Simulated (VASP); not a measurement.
# CsCdCl3 in VASP: further runs

CsCdCl3 is run at these levels: LDA; tasks: single point.

Program: VASP 6.6.1. These are calculated values, not measurements. Logs are shortened: lines on timing, memory, paths and dates and some standing lists are left out, and cuts for length are marked.

### Step 1. The cell of the first run

The structure is cubic, space group Pm-3m (No. 221). The conventional cell has a = 5.163 Å, b = 5.163 Å, c = 5.163 Å, α = 90.00°, β = 90.00°, γ = 90.00°. Within 4.8 Å of Cs (site symmetry m-3m) lie 12 Cl at 3.65 Å and 8 Cd at 4.47 Å. Within 3.4 Å of Cd (site symmetry m-3m) lie 6 Cl at 2.58 Å. Within 3.4 Å of Cl (site symmetry 4/mmm) lie 2 Cd at 2.58 Å.

### Step 2. Single point, LDA (27.52 Å³/atom)

Contents of INCAR:

```
SYSTEM = CsCdCl3
ALGO = Normal
EDIFF = 1E-6
ENCUT = 520
GGA = CA
ISIF = 2
ISMEAR = 0
LASPH = .True.
LCHARG = .False.
LREAL = .False.
LWAVE = .False.
NBANDS = 29
NELM = 100
PREC = Accurate
SIGMA = 0.02
```

Contents of KPOINTS:

```
k-points
0
Gamma
  6 6 6
  0 0 0
```

Contents of POSCAR:

```
CsCdCl3
1.0
    5.1627915097      0.0000000000      0.0000000000
    0.0000000000      5.1627915097      0.0000000000
    0.0000000000      0.0000000000      5.1627915097
Cs Cd Cl
1 1 3
Direct
    0.0000000000      0.0000000000      0.0000000000
    0.5000000000      0.5000000000      0.5000000000
    0.0000000000      0.5000000000      0.5000000000
    0.5000000000      0.0000000000      0.5000000000
    0.5000000000      0.5000000000      0.0000000000
```

Potentials or basis: VASP PAW LDA potentials, release 64 (Cs_sv, Cd, Cl).

Run with:

```console
$ cat potpaw_LDA.64/Cs_sv/POTCAR potpaw_LDA.64/Cd/POTCAR potpaw_LDA.64/Cl/POTCAR > POTCAR
$ mpirun -np 1 vasp_std > vasp.out
```

OUTCAR:

```text
SYSTEM = CsCdCl3
   EDIFF = 1E-6
   ENCUT = 520
   GGA = CA
   ISIF = 2
   ISMEAR = 0
   LASPH = .True.
   LREAL = .False.
   NELM = 100
   PREC = Accurate

 ion  position               nearest neighbor table
   1  0.000  0.000  0.000-
   2  0.500  0.500  0.500-   3 2.58   4 2.58   5 2.58   5 2.58   4 2.58   3 2.58
   3  0.000  0.500  0.500-   2 2.58   2 2.58
   4  0.500  0.000  0.500-   2 2.58   2 2.58
   5  0.500  0.500  0.000-   2 2.58   2 2.58

  LATTYP: Found a simple cubic cell.
 ALAT       =     5.1627915097

  Lattice vectors:

 A1 = (   5.1627915097,   0.0000000000,   0.0000000000)
 A2 = (   0.0000000000,   5.1627915097,   0.0000000000)
 A3 = (   0.0000000000,   0.0000000000,   5.1627915097)

Analysis of symmetry for initial positions (statically):
=====================================================================
 Subroutine PRICEL returns:
 Original cell was already a primitive cell.

 Routine SETGRP: Setting up the symmetry group for a
 simple cubic supercell.

 Subroutine GETGRP returns: Found 48 space group operations
 (whereof 48 operations were pure point group operations)
 out of a pool of 48 trial point group operations.

The static configuration has the point symmetry O_h .

Analysis of symmetry for dynamics (positions and initial velocities):
=====================================================================
 Subroutine PRICEL returns:
 Original cell was already a primitive cell.

 Routine SETGRP: Setting up the symmetry group for a
 simple cubic supercell.

 Subroutine GETGRP returns: Found 48 space group operations
 (whereof 48 operations were pure point group operations)
 out of a pool of 48 trial point group operations.

The dynamic configuration has the point symmetry O_h .

 Subroutine INISYM returns: Found 48 space group operations
 (whereof 48 operations are pure point group operations),
 and found     1 'primitive' translations

----------------------------------------------------------------------------------------

                                     Primitive cell

  volume of cell :     137.6112

  direct lattice vectors                    reciprocal lattice vectors
     5.162791510  0.000000000  0.000000000     0.193693663  0.000000000  0.000000000
     0.000000000  5.162791510  0.000000000     0.000000000  0.193693663  0.000000000
     0.000000000  0.000000000  5.162791510     0.000000000  0.000000000  0.193693663

  length of vectors
     5.162791510  5.162791510  5.162791510     0.193693663  0.193693663  0.193693663

  position of ions in fractional coordinates (direct lattice)
     0.000000000  0.000000000  0.000000000
     0.500000000  0.500000000  0.500000000
     0.000000000  0.500000000  0.500000000
     0.500000000  0.000000000  0.500000000
     0.500000000  0.500000000  0.000000000

  ion indices of the primitive-cell ions
   primitive index   ion index
                 1           1
                 2           2
                 3           3
                 4           4
                 5           5

----------------------------------------------------------------------------------------

 KPOINTS: k-points

Automatic generation of k-mesh.
 Grid dimensions read from file:
 generate k-points for:    6    6    6

 Generating k-lattice:

  Cartesian coordinates                     Fractional coordinates (reciprocal lattice)
     0.032282277  0.000000000  0.000000000     0.166666667  0.000000000  0.000000000
     0.000000000  0.032282277  0.000000000     0.000000000  0.166666667  0.000000000
     0.000000000  0.000000000  0.032282277     0.000000000  0.000000000  0.166666667

  Length of vectors
     0.032282277  0.032282277  0.032282277

  Shift w.r.t. Gamma in fractional coordinates (k-lattice)
     0.000000000  0.000000000  0.000000000

 Subroutine IBZKPT returns following result:
 ===========================================

 Found     20 irreducible k-points:

 Following reciprocal coordinates:
            Coordinates               Weight
  0.000000  0.000000  0.000000      1.000000
  0.166667  0.000000  0.000000      6.000000
  0.333333  0.000000  0.000000      6.000000
  0.500000  0.000000  0.000000      3.000000
  0.166667  0.166667  0.000000     12.000000
  0.333333  0.166667  0.000000     24.000000
[... 12 lines left out ...]
  0.500000  0.500000  0.333333      6.000000
  0.500000  0.500000  0.500000      1.000000
   k-points           NKPTS =     20   k-points in BZ     NKDIM =     20   number of bands    NBANDS=     29
   number of dos      NEDOS =    301   number of ions     NIONS =      5
   total plane-waves  NPLWV =  64000
   dimension x,y,z NGX =    40 NGY =   40 NGZ =   40
   dimension x,y,z NGXF=    80 NGYF=   80 NGZF=   80
   ions per type =               1   1   3
   NGX,Y,Z   is equivalent  to a cutoff of  12.88, 12.88, 12.88 a.u.
   NGXF,Y,Z  is equivalent  to a cutoff of  25.76, 25.76, 25.76 a.u.
 SYSTEM =  CsCdCl3
   PREC   = accura    normal or accurate (medium, high low for compatibility)
   ISTART =      0    job   : 0-new  1-cont  2-samecut
   ICHARG =      2    charge: 1-file 2-atom 10-const
   ISPIN  =      1    spin polarized calculation?
   LNONCOLLINEAR =      F non collinear calculations
   LSORBIT =      F    spin-orbit coupling
   LASPH  =      T    aspherical Exc in radial PAW
   ENCUT  =  520.0 eV  38.22 Ry    6.18 a.u.   9.60  9.60  9.60*2*pi/ulx,y,z
   NELM   =    100;   NELMIN=  2; NELMDL= -5     # of ELM steps
   EDIFF  = 0.1E-05   stopping-criterion for ELM
   LREAL  =      F    real-space projection
   EDIFFG = 0.1E-04   stopping-criterion for IOM
   NSW    =      0    number of steps for IOM
   IBRION =     -1    ionic relax: 0-MD 1-quasi-New 2-CG
   NFREE  =      0    steps in history (QN), initial steepest desc. (CG)
   ISIF   =      2    stress and relaxation
   ISYM   =      2    0-nonsym 1-usesym 2-fastsym
   POTIM  = 0.5000    time-step for ionic-motion
   TEBEG  =    0.0;   TEEND  =   0.0 temperature during run
   PSTRESS=    0.0 pullay stress
   NELECT =      42.0000    total number of electrons
   NUPDOWN=      -1.0000    fix difference up-down
   EMIN   =  10.00;   EMAX   =-10.00  energy-range for DOS
   EFERMI =   0.00;   METHOD = LEGACY
   ISMEAR =     0;   SIGMA  =   0.02  broadening in eV -4-tet -1-fermi 0-gaus
   EFERMI_NEDOS =   21; number of points for ismear=-14 and -15
   IALGO  =     38    algorithm
   IMIX   =      4    mixing-type and parameters
     AMIX     =   0.40;   BMIX     =  1.00
     AMIX_MAG =   1.60;   BMIX_MAG =  1.00
  volume/ion in A,a.u.               =      27.52       185.73
  Fermi-wavevector in a.u.,A,eV,Ry     =   1.102233  2.082918 16.529952  1.214917
  Thomas-Fermi vector in A             =   2.238673
   LORBIT       =      0    0 simple, 1 ext, 2 COOP (PROOUT), +10 PAW based schemes
   GGA     = CA    functional components
   LHFCALC =     F    Hartree Fock is set to
   AEXX    =    0.0000 exact exchange contribution
   IVDW    =     0    specifies the selected vdW correction
   LEPSILON=     F    determine dielectric tensor
   LRPA    =     F    only Hartree local field effects (RPA)
 non-spin polarized calculation
 Gauss-broadening in eV      SIGMA  =   0.02
  energy-cutoff  :      520.00
  volume of cell :      137.61
 maximum number of plane-waves:      3755
 NGX is ok and might be reduce to    40
   NGX = 19   NGY = 19   NGZ = 19

 number of electron      42.0000005 magnetization

 Free energy of the ion-electron system (eV)
  ---------------------------------------------------
  ext. energy  EPLUGINS =         0.00000000
  ---------------------------------------------------
  free energy    TOTEN  =       -16.83130054 eV

  energy without entropy =      -16.83130054  energy(sigma->0) =      -16.83130054

 E-fermi :   0.2734     XC(G=0):  -9.2367

 val. band max:        0.1051299850   @ k =   0.5000   0.5000   0.5000
 cond. band min:       1.6787499078   @ k =   0.0000   0.0000   0.0000
 fundamental gap:      1.5736199227
 Fermi energy:         0.2733648018

 k-point     1 :       0.0000    0.0000    0.0000
  band No.  band energies     occupation
      1     -18.8628      2.00000
      2     -13.5728      2.00000
      3     -12.9894      2.00000
      4     -12.9894      2.00000
      5      -6.5080      2.00000
      6      -6.5080      2.00000
[... 21 lines left out ...]
     28       7.2173      0.00000
     29      11.2196      0.00000

 k-point     2 :       0.1667    0.0000    0.0000
  band No.  band energies     occupation
      1     -18.8600      2.00000
      2     -13.5387      2.00000
      3     -13.0013      2.00000
      4     -12.9877      2.00000
      5      -6.5270      2.00000
      6      -6.5270      2.00000
[... 21 lines left out ...]
     28       7.5076      0.00000
     29      10.6863      0.00000

 k-point     3 :       0.3333    0.0000    0.0000
  band No.  band energies     occupation
      1     -18.8542      2.00000
      2     -13.4668      2.00000
      3     -13.0264      2.00000
      4     -12.9843      2.00000
      5      -6.8442      2.00000
      6      -6.5620      2.00000
[... 21 lines left out ...]
     28       8.2405      0.00000
     29       9.4852      0.00000

 k-point     4 :       0.5000    0.0000    0.0000
  band No.  band energies     occupation
      1     -18.8513      2.00000
      2     -13.4284      2.00000
      3     -13.0401      2.00000
      4     -12.9826      2.00000
      5      -7.0222      2.00000
      6      -6.5782      2.00000
[... 21 lines left out ...]
     28       8.8033      0.00000
     29       8.8033      0.00000

 k-point     5 :       0.1667    0.1667    0.0000
  band No.  band energies     occupation
      1     -18.8573      2.00000
      2     -13.5025      2.00000
      3     -13.0060      2.00000
      4     -12.9927      2.00000
      5      -6.5430      2.00000
      6      -6.5301      2.00000
[... 21 lines left out ...]
     28       7.8110      0.00000
     29      10.2086      0.00000
[... 382 lines left out ...]
     28       8.4299      0.00000
     29       9.3688      0.00000

 k-point    18 :       0.5000    0.3333    0.3333
  band No.  band energies     occupation
      1     -18.8397      2.00000
      2     -13.1425      2.00000
      3     -13.0436      2.00000
      4     -13.0232      2.00000
      5      -7.1020      2.00000
      6      -6.9677      2.00000
[... 21 lines left out ...]
     28       8.6964      0.00000
     29       9.1566      0.00000

 k-point    19 :       0.5000    0.5000    0.3333
  band No.  band energies     occupation
      1     -18.8379      2.00000
      2     -13.0791      2.00000
      3     -13.0411      2.00000
      4     -13.0411      2.00000
      5      -7.1505      2.00000
      6      -7.0410      2.00000
[... 21 lines left out ...]
     28       8.6804      0.00000
     29       8.8871      0.00000

 k-point    20 :       0.5000    0.5000    0.5000
  band No.  band energies     occupation
      1     -18.8363      2.00000
      2     -13.0364      2.00000
      3     -13.0364      2.00000
      4     -13.0364      2.00000
      5      -7.1502      2.00000
      6      -7.1502      2.00000
[... 21 lines left out ...]
     28       8.6027      0.00000
     29       8.6027      0.00000

------------------------ aborting loop because EDIFF is reached ----------------------------------------

  FORCE on cell =-STRESS in cart. coord.  units (eV):
  Direction    XX          YY          ZZ          XY          YZ          ZX
  --------------------------------------------------------------------------------------
  -------------------------------------------------------------------------------------
  Total       -0.7785233     -0.7785233     -0.7785233      0.0000000     -0.0000000      0.0000000
  in kB       -9.0641787     -9.0641787     -9.0641787      0.0000000     -0.0000000      0.0000000
  external PRESSURE =      -9.0641787 kB  Pullay stress =       0.0000000 kB

 VOLUME and BASIS-vectors are now :
 -----------------------------------------------------------------------------
  energy-cutoff  :      520.00
  volume of cell :      137.61
      direct lattice vectors                 reciprocal lattice vectors
     5.162791510  0.000000000  0.000000000     0.193693663  0.000000000  0.000000000
     0.000000000  5.162791510  0.000000000     0.000000000  0.193693663  0.000000000
     0.000000000  0.000000000  5.162791510     0.000000000  0.000000000  0.193693663

 POSITION                                       TOTAL-FORCE (eV/Angst)
 -----------------------------------------------------------------------------------
      0.00000      0.00000      0.00000         0.000000      0.000000      0.000000
      2.58140      2.58140      2.58140         0.000000      0.000000      0.000000
      0.00000      2.58140      2.58140         0.000000      0.000000      0.000000
      2.58140      0.00000      2.58140         0.000000      0.000000      0.000000
      2.58140      2.58140      0.00000         0.000000      0.000000      0.000000
 -----------------------------------------------------------------------------------
    total drift:                                0.000000      0.000000     -0.000000

  FREE ENERGIE OF THE ION-ELECTRON SYSTEM (eV)
  ---------------------------------------------------
  free  energy   TOTEN  =       -16.8313005446 eV

  energy  without entropy=      -16.8313005446  energy(sigma->0) =      -16.83130054
```

Run time: 79 s. Hardware: 1 thread of Intel Xeon 8259CL, shared host; peak memory 0.24 GiB.

What came out:

* Free energy: -16.8313 eV
* Pressure: -0.9 GPa
* Band gap on the k mesh: 1.57 eV (least direct gap 2.21 eV)

Caveat: spin-orbit coupling is left out, which moves the levels of the heavy elements. A k mesh can miss the band edges.

### Step 3. Single point, LDA (28.32 Å³/atom)

This run uses another cell than the first one, of 28.32 Å³/atom.

Contents of INCAR:

```
ALGO = Normal ; EDIFF = 1E-6
ENCUT = 520 ; GGA = CA
ISIF = 2 ; ISMEAR = 0
LASPH = T ; LCHARG = T
LELF = T ; LREAL = F
LVHAR = T ; LWAVE = F
NBANDS = 29 ; NELM = 80
PREC = Accurate ; SIGMA = 0.02
```

Contents of KPOINTS:

```
k-points
0
Gamma
  6 6 6
```

Changes to POSCAR since step 2:

```diff
@@ -2,5 +2,5 @@
 1.0
-    5.1627915097      0.0000000000      0.0000000000
-    0.0000000000      5.1627915097      0.0000000000
-    0.0000000000      0.0000000000      5.1627915097
+    5.2124367812      0.0000000000      0.0000000000
+    0.0000000000      5.2124367812      0.0000000000
+    0.0000000000      0.0000000000      5.2124367812
 Cs Cd Cl
```

Potentials or basis: VASP PAW LDA potentials, release 64 (Cs_sv, Cd, Cl).

Run with:

```console
$ cat potpaw_LDA.64/Cs_sv/POTCAR potpaw_LDA.64/Cd/POTCAR potpaw_LDA.64/Cl/POTCAR > POTCAR
$ mpirun -np 1 vasp_std > vasp.out
```

OUTCAR:

```text
EDIFF = 1E-6
   ENCUT = 520
   GGA = CA
   ISIF = 2
   ISMEAR = 0
   LASPH = T
   LREAL = F
   NELM = 80
   PREC = Accurate

 ion  position               nearest neighbor table
   1  0.000  0.000  0.000-
   2  0.500  0.500  0.500-   3 2.61   4 2.61   5 2.61   5 2.61   4 2.61   3 2.61
   3  0.000  0.500  0.500-   2 2.61   2 2.61
   4  0.500  0.000  0.500-   2 2.61   2 2.61
   5  0.500  0.500  0.000-   2 2.61   2 2.61

  LATTYP: Found a simple cubic cell.
 ALAT       =     5.2124367812

  Lattice vectors:

 A1 = (   5.2124367812,   0.0000000000,   0.0000000000)
 A2 = (   0.0000000000,   5.2124367812,   0.0000000000)
 A3 = (   0.0000000000,   0.0000000000,   5.2124367812)

Analysis of symmetry for initial positions (statically):
=====================================================================
 Subroutine PRICEL returns:
 Original cell was already a primitive cell.

 Routine SETGRP: Setting up the symmetry group for a
 simple cubic supercell.

[... 165 lines left out ...]

  energy without entropy =      -16.79648233  energy(sigma->0) =      -16.79648233

 E-fermi :  -0.0738     XC(G=0):  -9.1079

 val. band max:       -0.1632996312   @ k =   0.5000   0.5000   0.5000
 cond. band min:       1.3634167173   @ k =   0.0000   0.0000   0.0000
 fundamental gap:      1.5267163486
 Fermi energy:        -0.0738491427

 k-point     1 :       0.0000    0.0000    0.0000
  band No.  band energies     occupation
      1     -19.0899      2.00000
      2     -13.6748      2.00000
      3     -13.1269      2.00000
      4     -13.1269      2.00000
      5      -6.7143      2.00000
      6      -6.7143      2.00000
[... 629 lines left out ...]
     28       8.3469      0.00000
     29       8.3469      0.00000

------------------------ aborting loop because EDIFF is reached ----------------------------------------

  FORCE on cell =-STRESS in cart. coord.  units (eV):
  Direction    XX          YY          ZZ          XY          YZ          ZX
  --------------------------------------------------------------------------------------
  -------------------------------------------------------------------------------------
  Total       -1.7039566     -1.7039566     -1.7039566     -0.0000000     -0.0000000      0.0000000
  in kB      -19.2773221    -19.2773221    -19.2773221     -0.0000000     -0.0000000      0.0000000
  external PRESSURE =     -19.2773221 kB  Pullay stress =       0.0000000 kB

 VOLUME and BASIS-vectors are now :
 -----------------------------------------------------------------------------
  energy-cutoff  :      520.00
  volume of cell :      141.62
      direct lattice vectors                 reciprocal lattice vectors
     5.212436781  0.000000000  0.000000000     0.191848850  0.000000000  0.000000000
     0.000000000  5.212436781  0.000000000     0.000000000  0.191848850  0.000000000
     0.000000000  0.000000000  5.212436781     0.000000000  0.000000000  0.191848850

 POSITION                                       TOTAL-FORCE (eV/Angst)
 -----------------------------------------------------------------------------------
      0.00000      0.00000      0.00000         0.000000      0.000000      0.000000
      2.60622      2.60622      2.60622         0.000000      0.000000      0.000000
      0.00000      2.60622      2.60622         0.000000      0.000000      0.000000
      2.60622      0.00000      2.60622         0.000000      0.000000      0.000000
      2.60622      2.60622      0.00000         0.000000      0.000000      0.000000
 -----------------------------------------------------------------------------------
    total drift:                                0.000000      0.000000     -0.000000

  FREE ENERGIE OF THE ION-ELECTRON SYSTEM (eV)
  ---------------------------------------------------
  free  energy   TOTEN  =       -16.7964823259 eV

  energy  without entropy=      -16.7964823259  energy(sigma->0) =      -16.79648233
```

stdout:

```text
POSCAR found type information on POSCAR CsCdCl
 POSCAR found :  3 types and       5 ions
 scaLAPACK will be used
 LDA part: xc-table for (Slater(with rela. corr.)+CA(PZ))
 , standard interpolation
 POSCAR, INCAR and KPOINTS ok, starting setup
 FFT: planning ... GRIDC
 FFT: planning ... GRID_SOFT
 FFT: planning ... GRID
 WAVECAR not read
 entering main loop
```

Wall time 71 s (1 thread of Intel Xeon 8259CL, shared host); peak memory 0.25 GiB.

Results:

* Free energy: -16.7965 eV
* Pressure: -1.9 GPa
* Band gap on the k mesh: 1.53 eV (least direct gap 2.09 eV)

Levels at points of the mesh, in eV from the valence-band top:
```
           k point  band 19  band 20  band 21  band 22  band 23  band 24
(0.00, 0.00, 0.00)    -0.56    -0.56    -0.56     1.53     5.57     5.91
(0.50, 0.00, 0.00)    -0.89    -0.83    -0.83     4.25     6.92     7.23
(0.50, 0.50, 0.00)    -1.04    -0.28    -0.01     6.02     7.05     7.05
(0.50, 0.50, 0.50)    -0.25     0.00     0.00     5.67     5.67     5.67
```

Caveat: spin-orbit coupling is left out, which moves the levels of the heavy elements. A hybrid or GW would open this gap; LDA tends to underestimate it.

(Continued in part 2 of 2.)
